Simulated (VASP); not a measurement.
# CoSn (P6/mmm) in VASP: further runs

Runs on CoSn. Level: PBE. Tasks: single point.

Everything below comes from runs of VASP 6.6.1. Logs are shortened: lines on timing, memory, paths and dates and some standing lists are left out, and cuts for length are marked.

### 1 The cell of the first run

Symmetry: P6/mmm, No. 191, hexagonal system. The conventional cell has a = 5.349 Å, b = 5.349 Å, c = 4.272 Å, α = 90.00°, β = 90.00°, γ = 120.00°. Co (site symmetry mmm) has 6 Sn at 2.64 to 2.67 Å and 4 Co at 2.67 Å within 3.5 Å. Within 3.5 Å of Sn (site symmetry -6m2) lie 6 Co at 2.64 Å and 3 Sn at 3.09 Å. Sn (site symmetry 6/mmm) has 6 Co at 2.67 Å within 3.5 Å.

### 2 Single point, PBE (17.64 Å³/atom)

INCAR reads:

```
PREC = Accurate
ENCUT = 600
EDIFF = 1E-6
ISMEAR = 0
SIGMA = 0.1
LREAL = F
LASPH = T
NELM = 120
ALGO = Normal
ISIF = 2
LWAVE = F
LCHARG = F
GGA = PE
NBANDS = 44
GGA_COMPAT = F
```

KPOINTS reads:

```
regular mesh
0
Gamma
  12 12 8
```

POSCAR reads:

```
CoSn
1.0
    5.3490298507      0.0000000000      0.0000000000
   -2.6745149254      4.6323957363      0.0000000000
    0.0000000000      0.0000000000      4.2721744359
Co Sn
3 3
Direct
    0.0000000000      0.5000000000      0.0000000000
    0.5000000000      0.5000000000      0.0000000000
    0.5000000000      0.0000000000      0.0000000000
    0.6666666667      0.3333333333      0.5000000000
    0.3333333333      0.6666666667      0.5000000000
    0.0000000000      0.0000000000      0.0000000000
```

Potentials or basis: VASP PAW PBE potentials, release 64 (Co, Sn_d).

On the command line:

```
cat potpaw_PBE.64/Co/POTCAR potpaw_PBE.64/Sn_d/POTCAR > POTCAR
mpirun -np 1 vasp_std > vasp.out
```

OUTCAR:

```text
PREC = Accurate
   ENCUT = 600
   EDIFF = 1E-6
   ISMEAR = 0
   LREAL = F
   LASPH = T
   NELM = 120
   ISIF = 2
   GGA = PE

 ion  position               nearest neighbor table
   1  0.000  0.500  0.000-   4 2.64   5 2.64   4 2.64   5 2.64   3 2.67   3 2.67   2 2.67   2 2.67
                             6 2.67   6 2.67
   2  0.500  0.500  0.000-   4 2.64   5 2.64   4 2.64   5 2.64   6 2.67   6 2.67   1 2.67   1 2.67
                             3 2.67   3 2.67
   3  0.500  0.000  0.000-   4 2.64   5 2.64   4 2.64   5 2.64   1 2.67   1 2.67   6 2.67   6 2.67
                             2 2.67   2 2.67
   4  0.667  0.333  0.500-   1 2.64   1 2.64   3 2.64   3 2.64   2 2.64   2 2.64   5 3.09   5 3.09
                             5 3.09   6 3.76   6 3.76   6 3.76   6 3.76   6 3.76   6 3.76
   5  0.333  0.667  0.500-   1 2.64   1 2.64   3 2.64   3 2.64   2 2.64   2 2.64   4 3.09   4 3.09
                             4 3.09   6 3.76   6 3.76   6 3.76   6 3.76   6 3.76   6 3.76
   6  0.000  0.000  0.000-   2 2.67   2 2.67   3 2.67   3 2.67   1 2.67   1 2.67   5 3.76   4 3.76
                             5 3.76   4 3.76   4 3.76   5 3.76   5 3.76   4 3.76   5 3.76   5 3.76

  LATTYP: Found a hexagonal cell.
 ALAT       =     5.3490298507
 C/A-ratio  =     0.7986821078

  Lattice vectors:

 A1 = (   5.3490298507,   0.0000000000,   0.0000000000)
 A2 = (  -2.6745149254,   4.6323957363,   0.0000000000)
 A3 = (   0.0000000000,   0.0000000000,   4.2721744359)

Analysis of symmetry for initial positions (statically):
=====================================================================
 Subroutine PRICEL returns:
 Original cell was already a primitive cell.

 Routine SETGRP: Setting up the symmetry group for a
 hexagonal supercell.

 Subroutine GETGRP returns: Found 24 space group operations
 (whereof 24 operations were pure point group operations)
 out of a pool of 24 trial point group operations.

The static configuration has the point symmetry D_6h.

Analysis of symmetry for dynamics (positions and initial velocities):
=====================================================================
 Subroutine PRICEL returns:
 Original cell was already a primitive cell.

 Routine SETGRP: Setting up the symmetry group for a
 hexagonal supercell.

 Subroutine GETGRP returns: Found 24 space group operations
 (whereof 24 operations were pure point group operations)
 out of a pool of 24 trial point group operations.

The dynamic configuration has the point symmetry D_6h.

 Subroutine INISYM returns: Found 24 space group operations
 (whereof 24 operations are pure point group operations),
[... 103 lines left out ...]
   NELM   =    120;   NELMIN=  2; NELMDL= -5     # of ELM steps
   EDIFF  = 0.1E-05   stopping-criterion for ELM
   LREAL  =      F    real-space projection
   EDIFFG = 0.1E-04   stopping-criterion for IOM
   NSW    =      0    number of steps for IOM
   IBRION =     -1    ionic relax: 0-MD 1-quasi-New 2-CG
   NFREE  =      0    steps in history (QN), initial steepest desc. (CG)
   ISIF   =      2    stress and relaxation
   ISYM   =      2    0-nonsym 1-usesym 2-fastsym
   POTIM  = 0.5000    time-step for ionic-motion
   TEBEG  =    0.0;   TEEND  =   0.0 temperature during run
   PSTRESS=    0.0 pullay stress
   NELECT =      69.0000    total number of electrons
   NUPDOWN=      -1.0000    fix difference up-down
   EMIN   =  10.00;   EMAX   =-10.00  energy-range for DOS
   EFERMI =   0.00;   METHOD = LEGACY
   ISMEAR =     0;   SIGMA  =   0.10  broadening in eV -4-tet -1-fermi 0-gaus
   EFERMI_NEDOS =   21; number of points for ismear=-14 and -15
   IALGO  =     38    algorithm
   IMIX   =      4    mixing-type and parameters
     AMIX     =   0.40;   BMIX     =  1.00
     AMIX_MAG =   1.60;   BMIX_MAG =  1.00
  volume/ion in A,a.u.               =      17.64       119.06
  Fermi-wavevector in a.u.,A,eV,Ry     =   1.419432  2.682338 27.412851  2.014788
  Thomas-Fermi vector in A             =   2.540453
   LORBIT       =      0    0 simple, 1 ext, 2 COOP (PROOUT), +10 PAW based schemes
   GGA     = PE    functional components
   LHFCALC =     F    Hartree Fock is set to
   AEXX    =    0.0000 exact exchange contribution
   IVDW    =     0    specifies the selected vdW correction
   LEPSILON=     F    determine dielectric tensor
   LRPA    =     F    only Hartree local field effects (RPA)
 non-spin polarized calculation
 Gauss-broadening in eV      SIGMA  =   0.10
  energy-cutoff  :      600.00
  volume of cell :      105.86
 maximum number of plane-waves:      3569
 NGX is ok and might be reduce to    48
   NGX = 21   NGY = 21   NGZ = 17

 number of electron      68.9999996 magnetization

 Free energy of the ion-electron system (eV)
  ---------------------------------------------------
  ext. energy  EPLUGINS =         0.00000000
  ---------------------------------------------------
  free energy    TOTEN  =       -33.22372226 eV

  energy without entropy =      -33.21068345  energy(sigma->0) =      -33.21720285

 E-fermi :   9.3480     XC(G=0): -11.5500

 val. band max:        9.3285994008   @ k =   0.3333   0.0000   0.1250
 cond. band min:       9.3756318699   @ k =   0.2500   0.0000   0.0000
 fundamental gap:      0.0470324691
 Fermi energy:         9.3479887521

 k-point     1 :       0.0000    0.0000    0.0000
  band No.  band energies     occupation
      1     -12.1548      2.00000
      2     -12.0451      2.00000
      3     -12.0451      2.00000
      4     -11.9968      2.00000
      5     -11.9968      2.00000
      6     -11.8943      2.00000
[... 1117 lines left out ...]
     43      14.0675      0.00000
     44      15.5471      0.00000

 [... further k-points ...]
[... 5 lines left out ...]
  --------------------------------------------------------------------------------------
  -------------------------------------------------------------------------------------
  Total       -2.3353829     -2.3353829     -2.3834336      0.0000000      0.0000000      0.0000000
  in kB      -35.3458985    -35.3458985    -36.0731438      0.0000000      0.0000000      0.0000000
  external PRESSURE =     -35.5883136 kB  Pullay stress =       0.0000000 kB

 VOLUME and BASIS-vectors are now :
 -----------------------------------------------------------------------------
  energy-cutoff  :      600.00
  volume of cell :      105.86
      direct lattice vectors                 reciprocal lattice vectors
     5.349029851  0.000000000  0.000000000     0.186949789  0.107935511  0.000000000
    -2.674514925  4.632395736  0.000000000     0.000000000  0.215871022  0.000000000
     0.000000000  0.000000000  4.272174436     0.000000000  0.000000000  0.234072839

 POSITION                                       TOTAL-FORCE (eV/Angst)
 -----------------------------------------------------------------------------------
     -1.33726      2.31620      0.00000        -0.000000      0.000000      0.000000
      1.33726      2.31620      0.00000         0.000000      0.000000      0.000000
      2.67451      0.00000      0.00000        -0.000000      0.000000      0.000000
      2.67451      1.54413      2.13609         0.000000     -0.000000      0.000000
     -0.00000      3.08826      2.13609        -0.000000      0.000000     -0.000000
      0.00000      0.00000      0.00000        -0.000000      0.000000      0.000000
 -----------------------------------------------------------------------------------
    total drift:                               -0.000000      0.000000      0.000000

  FREE ENERGIE OF THE ION-ELECTRON SYSTEM (eV)
  ---------------------------------------------------
  free  energy   TOTEN  =       -33.2237222568 eV

  energy  without entropy=      -33.2106834531  energy(sigma->0) =      -33.21720285
```

Run time: 6.7 min. Hardware: 1 thread of Intel Xeon Platinum 8488C (Sapphire Rapids), shared host; peak memory 0.57 GiB.

What came out:

- Free energy: -33.2237 eV
- Pressure: -3.6 GPa
- Band gap on the k mesh: zero (an odd number of electrons rules out a gap without spin polarisation)

Caveat: the cell stands under tension; spin-orbit coupling is left out, which moves the levels of the heavy elements; the run has no spin polarisation, though such a crystal can be magnetic. Spin polarisation is off, so any magnetic state and its effect on volume and gap are missing.

### 3 Single point, PBE (18.16 Å³/atom)

This run uses another cell than the first one, of 18.16 Å³/atom.

INCAR reads:

```
SYSTEM = CoSn
PREC = Accurate
ENCUT = 600
EDIFF = 1E-6
ISMEAR = 0
SIGMA = 0.1
LREAL = .FALSE.
LASPH = .TRUE.
NELM = 120
ALGO = Normal
ISIF = 2
LWAVE = .FALSE.
LCHARG = .FALSE.
GGA = PE
NBANDS = 44
GGA_COMPAT = .FALSE.
```

KPOINTS reads:

```
regular mesh
0
G
  12 12 8
  0 0 0
```

POSCAR, as its differences from that of step 2:

```diff
@@ -2,5 +2,5 @@
 1.0
-    5.3490298507      0.0000000000      0.0000000000
-   -2.6745149254      4.6323957363      0.0000000000
-    0.0000000000      0.0000000000      4.2721744359
+    5.4004659854      0.0000000000      0.0000000000
+   -2.7002329927      4.6769407356      0.0000000000
+    0.0000000000      0.0000000000      4.3132555564
 Co Sn
```

Potentials or basis: VASP PAW PBE potentials, release 64 (Co, Sn_d).

On the command line:

```
cat potpaw_PBE.64/Co/POTCAR potpaw_PBE.64/Sn_d/POTCAR > POTCAR
mpirun -np 1 vasp_std > vasp.out
```

It took 6.3 min on 1 thread of Intel Xeon Platinum 8488C (Sapphire Rapids), shared host; peak memory 0.58 GiB.

The run converged. Its results:

| Item | Value |
| --- | --- |
| Free energy | -33.1265 eV |
| Pressure | -6.5 GPa |
| Band gap on the k mesh | zero (an odd number of electrons rules out a gap without spin polarisation) |

Levels at points of the mesh, in eV from the Fermi level:
| k point | band 30 | band 31 | band 32 | band 33 | band 34 | band 35 | band 36 | band 37 | band 38 | band 39 |
| --- | --- | --- | --- | --- | --- | --- | --- | --- | --- | --- |
| (0.00, 0.00, 0.00) | -0.39 | -0.39 | -0.39 | -0.36 | -0.36 | 0.46 | 0.47 | 1.25 | 1.25 | 2.77 |
| (0.50, 0.00, 0.00) | -0.83 | -0.58 | -0.37 | -0.37 | 0.66 | 0.95 | 1.46 | 1.69 | 2.15 | 3.09 |
| (0.00, 0.00, 0.50) | -0.84 | -0.84 | -0.44 | -0.44 | -0.44 | -0.36 | -0.36 | -0.08 | 0.46 | 0.95 |
| (0.50, 0.00, 0.50) | -1.07 | -0.85 | -0.63 | -0.44 | -0.38 | -0.35 | -0.15 | 0.43 | 1.14 | 3.61 |

Caveat: the cell stands under tension; spin-orbit coupling is left out, which moves the levels of the heavy elements; the run has no spin polarisation, though such a crystal can be magnetic.
